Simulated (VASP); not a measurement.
# SiC (Moissanite 3C) (F-43m) in VASP: single point with HSE06

Aim: the single point of SiC (Moissanite 3C) with HSE06.

Everything below comes from runs of VASP 6.6.1. Logs are shortened: lines on timing, memory, paths and dates and some standing lists are left out, and cuts for length are marked.

**What was measured.**

From “Insight into the structural, elastic and electronic properties of a new orthorhombic 6O-SiC polytype”, 2020, pmc:7200658, for a bulk crystal of SiC: band gap 2.4 eV (indirect).

The results are compared with them further down.

## 1. The cell of the first run

The structure is cubic, space group F-43m (No. 216). Conventional cell: a = 4.358 Å, b = 4.358 Å, c = 4.358 Å, α = 90.00°, β = 90.00°, γ = 90.00°. Si (site symmetry -43m) has 4 C at 1.89 Å within 2.5 Å. Within 2.5 Å of C (site symmetry -43m) lie 4 Si at 1.89 Å.

## 2. Single point, HSE06

File POSCAR:

```
SiC
1.0
    0.0000000000      2.1790000000      2.1790000000
    2.1790000000      0.0000000000      2.1790000000
    2.1790000000      2.1790000000      0.0000000000
Si C
1 1
Direct
    0.0000000000      0.0000000000      0.0000000000
    0.2500000000      0.2500000000      0.2500000000
```

File INCAR.step1:

```
SYSTEM = SiC
PREC = Accurate
ENCUT = 520
EDIFF = 1E-5
ISMEAR = 0
SIGMA = 0.1
LREAL = .FALSE.
LASPH = .TRUE.
NELM = 100
ALGO = Normal
ISIF = 2
LWAVE = .TRUE.
LCHARG = .FALSE.
NBANDS = 11
GGA = PE
LUSENCCL = .FALSE.
```

File INCAR.step2:

```
SYSTEM = SiC
PREC = Accurate
ENCUT = 520
EDIFF = 1E-6
ISMEAR = 0
SIGMA = 0.1
LREAL = .FALSE.
LASPH = .TRUE.
NELM = 100
ALGO = Normal
ISIF = 2
LWAVE = .FALSE.
LCHARG = .FALSE.
GGA = PE
LHFCALC = .TRUE.
HFSCREEN = 0.2079
PRECFOCK = Normal
NBANDS = 11
ISTART = 1
LUSENCCL = .FALSE.
```

File KPOINTS:

```
regular mesh
0
G
  8 8 8
  0 0 0
```

Potentials or basis: VASP PAW PBE potentials, release 64 (Si, C).

Launch:

```sh
> cat potpaw_PBE.64/Si/POTCAR potpaw_PBE.64/C/POTCAR > POTCAR
> cp INCAR.step1 INCAR
> mpirun -np 1 vasp_std > vasp.out
> cp INCAR.step2 INCAR
> mpirun -np 1 vasp_std > vasp.out
```

OUTCAR:

```text
SYSTEM = SiC
   PREC = Accurate
   ENCUT = 520
   EDIFF = 1E-6
   ISMEAR = 0
   LREAL = .FALSE.
   LASPH = .TRUE.
   NELM = 100
   ISIF = 2
   GGA = PE
   LHFCALC = .TRUE.
   HFSCREEN = 0.2079
   PRECFOCK = Normal
   ISTART = 1

 ion  position               nearest neighbor table
   1  0.000  0.000  0.000-   2 1.89   2 1.89   2 1.89   2 1.89
   2  0.250  0.250  0.250-   1 1.89   1 1.89   1 1.89   1 1.89

  LATTYP: Found a face centered cubic cell.
 ALAT       =     4.3580000000

  Lattice vectors:

 A1 = (   0.0000000000,   2.1790000000,   2.1790000000)
 A2 = (   2.1790000000,   0.0000000000,   2.1790000000)
 A3 = (   2.1790000000,   2.1790000000,   0.0000000000)

Analysis of symmetry for initial positions (statically):
=====================================================================
 Subroutine PRICEL returns:
 Original cell was already a primitive cell.

 Routine SETGRP: Setting up the symmetry group for a
 face centered cubic supercell.

 Subroutine GETGRP returns: Found 24 space group operations
 (whereof 24 operations were pure point group operations)
 out of a pool of 48 trial point group operations.

The static configuration has the point symmetry T_d .

Analysis of symmetry for dynamics (positions and initial velocities):
=====================================================================
 Subroutine PRICEL returns:
 Original cell was already a primitive cell.

 Routine SETGRP: Setting up the symmetry group for a
 face centered cubic supercell.

 Subroutine GETGRP returns: Found 24 space group operations
 (whereof 24 operations were pure point group operations)
 out of a pool of 48 trial point group operations.

The dynamic configuration has the point symmetry T_d .

 Subroutine INISYM returns: Found 24 space group operations
 (whereof 24 operations are pure point group operations),
 and found     1 'primitive' translations

----------------------------------------------------------------------------------------

                                     Primitive cell

  volume of cell :      20.6920

  direct lattice vectors                    reciprocal lattice vectors
     0.000000000  2.179000000  2.179000000    -0.229463056  0.229463056  0.229463056
     2.179000000  0.000000000  2.179000000     0.229463056 -0.229463056  0.229463056
     2.179000000  2.179000000  0.000000000     0.229463056  0.229463056 -0.229463056

  length of vectors
     3.081571352  3.081571352  3.081571352     0.397441672  0.397441672  0.397441672

  position of ions in fractional coordinates (direct lattice)
     0.000000000  0.000000000  0.000000000
     0.250000000  0.250000000  0.250000000

  ion indices of the primitive-cell ions
   primitive index   ion index
                 1           1
                 2           2

----------------------------------------------------------------------------------------

 KPOINTS: regular mesh

Automatic generation of k-mesh.
 Grid dimensions read from file:
 generate k-points for:    8    8    8

 Generating k-lattice:

  Cartesian coordinates                     Fractional coordinates (reciprocal lattice)
    -0.028682882  0.028682882  0.028682882     0.125000000  0.000000000  0.000000000
     0.028682882 -0.028682882  0.028682882     0.000000000  0.125000000  0.000000000
     0.028682882  0.028682882 -0.028682882     0.000000000  0.000000000  0.125000000

  Length of vectors
     0.049680209  0.049680209  0.049680209

  Shift w.r.t. Gamma in fractional coordinates (k-lattice)
     0.000000000  0.000000000  0.000000000

 Subroutine IBZKPT returns following result:
 ===========================================

 Found     29 irreducible k-points:

 Following reciprocal coordinates:
            Coordinates               Weight
  0.000000  0.000000  0.000000      1.000000
  0.125000  0.000000  0.000000      8.000000
  0.250000  0.000000  0.000000      8.000000
  0.375000  0.000000  0.000000      8.000000
  0.500000  0.000000  0.000000      4.000000
  0.125000  0.125000  0.000000      6.000000
[... 16 lines left out ...]
  0.500000  0.250000  0.125000     48.000000
 -0.375000  0.250000  0.125000     24.000000
 [... further k-points ...]
   k-points           NKPTS =     29   k-points in BZ     NKDIM =    512   number of bands    NBANDS=     11
   number of dos      NEDOS =    301   number of ions     NIONS =      2
   total plane-waves  NPLWV =  13824
   dimension x,y,z NGX =    24 NGY =   24 NGZ =   24
   dimension x,y,z NGXF=    48 NGYF=   48 NGZF=   48
   ions per type =               1   1
   NGX,Y,Z   is equivalent  to a cutoff of  12.95, 12.95, 12.95 a.u.
   NGXF,Y,Z  is equivalent  to a cutoff of  25.90, 25.90, 25.90 a.u.
 SYSTEM =  SiC
   PREC   = accura    normal or accurate (medium, high low for compatibility)
   ISTART =      1    job   : 0-new  1-cont  2-samecut
   ICHARG =      0    charge: 1-file 2-atom 10-const
   ISPIN  =      1    spin polarized calculation?
   LNONCOLLINEAR =      F non collinear calculations
   LSORBIT =      F    spin-orbit coupling
   LASPH  =      T    aspherical Exc in radial PAW
   ENCUT  =  520.0 eV  38.22 Ry    6.18 a.u.   5.73  5.73  5.73*2*pi/ulx,y,z
   NELM   =    100;   NELMIN=  2; NELMDL=  0     # of ELM steps
   EDIFF  = 0.1E-05   stopping-criterion for ELM
   LREAL  =      F    real-space projection
   EDIFFG = 0.1E-04   stopping-criterion for IOM
   NSW    =      0    number of steps for IOM
   IBRION =     -1    ionic relax: 0-MD 1-quasi-New 2-CG
   NFREE  =      0    steps in history (QN), initial steepest desc. (CG)
   ISIF   =      2    stress and relaxation
   ISYM   =      3    0-nonsym 1-usesym 2-fastsym
   POTIM  = 0.5000    time-step for ionic-motion
   TEBEG  =    0.0;   TEEND  =   0.0 temperature during run
   PSTRESS=    0.0 pullay stress
   NELECT =       8.0000    total number of electrons
   NUPDOWN=      -1.0000    fix difference up-down
   EMIN   =  10.00;   EMAX   =-10.00  energy-range for DOS
   EFERMI =   0.00;   METHOD = LEGACY
   ISMEAR =     0;   SIGMA  =   0.10  broadening in eV -4-tet -1-fermi 0-gaus
   EFERMI_NEDOS =   21; number of points for ismear=-14 and -15
   IALGO  =     38    algorithm
   IMIX   =      1    mixing-type and parameters
     AMIX     =   0.40;   BMIX     =  1.00
     AMIX_MAG =   1.60;   BMIX_MAG =  1.00
  volume/ion in A,a.u.               =      10.35        69.82
  Fermi-wavevector in a.u.,A,eV,Ry     =   1.192626  2.253736 19.352338  1.422357
  Thomas-Fermi vector in A             =   2.328660
   LORBIT       =      0    0 simple, 1 ext, 2 COOP (PROOUT), +10 PAW based schemes
   GGA     = PE    functional components
   LHFCALC =     T    Hartree Fock is set to
   PRECFOCK=normal    Normal, Fast or Accurate (Low or Medium for compatibility)
   ENCUT4O =  -1.0   cutoff for four orbital integrals eV
   NKREDX  =     1    reduce k-point grid by
   NKREDY  =     1    reduce k-point grid by
   NKREDZ  =     1    reduce k-point grid by
   AEXX    =    0.2500 exact exchange contribution
   HFSCREEN=    0.2079 screening length (either q_TF or 0.3 A-1)
   HFSCREENC=   0.2079 screening length for correlation (either q_TF or 0.3 A-1)
   ENCUTFOCK=  -1.0 apply spherical cutoff to Coloumb kernel
   IVDW    =     0    specifies the selected vdW correction
   LEPSILON=     F    determine dielectric tensor
   LRPA    =     F    only Hartree local field effects (RPA)
 non-spin polarized calculation
 Gauss-broadening in eV      SIGMA  =   0.10
  energy-cutoff  :      520.00
  volume of cell :       20.69
 maximum number of plane-waves:       568
  NGX = 18; NGY = 18; NGZ = 18

 number of electron       8.0000001 magnetization

 Free energy of the ion-electron system (eV)
  ---------------------------------------------------
  ext. energy  EPLUGINS =         0.00000000
  ---------------------------------------------------
  free energy    TOTEN  =       -17.42320651 eV

  energy without entropy =      -17.42320651  energy(sigma->0) =      -17.42320651

 E-fermi :   7.9356     XC(G=0):  -9.3571

 val. band max:        7.4914860399   @ k =   0.0000   0.0000   0.0000
 cond. band min:       9.7228679323   @ k =   0.5000   0.5000   0.0000
 fundamental gap:      2.2313818924
 Fermi energy:         7.9356199487

 k-point     1 :       0.0000    0.0000    0.0000
  band No.  band energies     occupation
      1      -9.4944      2.00000
      2       7.4915      2.00000
      3       7.4915      2.00000
      4       7.4915      2.00000
      5      15.0242      0.00000
      6      16.0773      0.00000
      7      16.0773      0.00000
      8      16.0773      0.00000
      9      23.5718      0.00000
     10      23.5718      0.00000
     11      25.4665      0.00000

 k-point     2 :       0.1250    0.0000    0.0000
  band No.  band energies     occupation
      1      -9.1634      2.00000
      2       5.8829      2.00000
      3       7.2735      2.00000
      4       7.2735      2.00000
      5      15.2332      0.00000
      6      16.4631      0.00000
      7      16.4631      0.00000
      8      16.6951      0.00000
      9      22.2576      0.00000
     10      22.2576      0.00000
     11      25.0228      0.00000

 k-point     3 :       0.2500    0.0000    0.0000
  band No.  band energies     occupation
      1      -8.1958      2.00000
      2       2.7901      2.00000
      3       6.8294      2.00000
      4       6.8294      2.00000
      5      14.7069      0.00000
      6      16.7271      0.00000
      7      16.7271      0.00000
      8      18.3681      0.00000
      9      22.1005      0.00000
     10      22.1005      0.00000
     11      24.0833      0.00000
[... 267 lines left out ...]
 k-point    23 :       0.5000    0.2500    0.1250
  band No.  band energies     occupation
      1      -5.9479      2.00000
      2       0.3435      2.00000
      3       3.5735      2.00000
      4       5.4065      2.00000
      5      13.9385      0.00000
      6      16.3772      0.00000
      7      18.1371      0.00000
      8      19.4736      0.00000
      9      22.5830      0.00000
     10      25.7422      0.00000
     11      28.5176      0.00000

 k-point    24 :      -0.3750    0.2500    0.1250
  band No.  band energies     occupation
      1      -4.9434      2.00000
      2      -1.0743      2.00000
      3       3.4472      2.00000
      4       5.0416      2.00000
      5      13.8736      0.00000
      6      16.0399      0.00000
      7      19.1735      0.00000
      8      20.1065      0.00000
      9      22.5616      0.00000
     10      25.4510      0.00000
     11      28.5034      0.00000

 [... further k-points ...]
[... 5 lines left out ...]
  --------------------------------------------------------------------------------------
  -------------------------------------------------------------------------------------
  Total       -0.2334240     -0.2334240     -0.2334240     -0.0000000     -0.0000000     -0.0000000
  in kB      -18.0740065    -18.0740065    -18.0740065     -0.0000000     -0.0000000     -0.0000000
  external PRESSURE =     -18.0740065 kB  Pullay stress =       0.0000000 kB

 VOLUME and BASIS-vectors are now :
 -----------------------------------------------------------------------------
  energy-cutoff  :      520.00
  volume of cell :       20.69
      direct lattice vectors                 reciprocal lattice vectors
     0.000000000  2.179000000  2.179000000    -0.229463056  0.229463056  0.229463056
     2.179000000  0.000000000  2.179000000     0.229463056 -0.229463056  0.229463056
     2.179000000  2.179000000  0.000000000     0.229463056  0.229463056 -0.229463056

 POSITION                                       TOTAL-FORCE (eV/Angst)
 -----------------------------------------------------------------------------------
      0.00000      0.00000      0.00000         0.000000      0.000000     -0.000000
      1.08950      1.08950      1.08950        -0.000000     -0.000000      0.000000
 -----------------------------------------------------------------------------------
    total drift:                                0.000000     -0.000000      0.000000

  FREE ENERGIE OF THE ION-ELECTRON SYSTEM (eV)
  ---------------------------------------------------
  free  energy   TOTEN  =       -17.4232065053 eV

  energy  without entropy=      -17.4232065053  energy(sigma->0) =      -17.42320651
```

Wall time 33 min (1 × NVIDIA H100 80GB with 1 thread of AMD EPYC 7R13 (Zen 3), shared host); peak memory 1.2 GiB.

What came out:

```yaml
Free_energy: -17.4232 eV
Pressure: -1.8 GPa
Band_gap_on_the_k_mesh: 2.23 eV, indirect (least direct gap 5.73 eV)
```

Caveat: the PAW data sets were made with another functional, which shifts forces and pressure a little.

## 3. How close it comes

Step 2. Against the measured gap of SiC, 2.4 eV (indirect; quoted in “Insight into the structural, elastic and electronic properties of a new orthorhombic 6O-SiC polytype”, 2020, pmc:7200658), the calculated 2.23 eV is off by -0.17 eV. The value is that of HSE06 on a finite k mesh, which can miss the band edges, without temperature or zero-point motion.
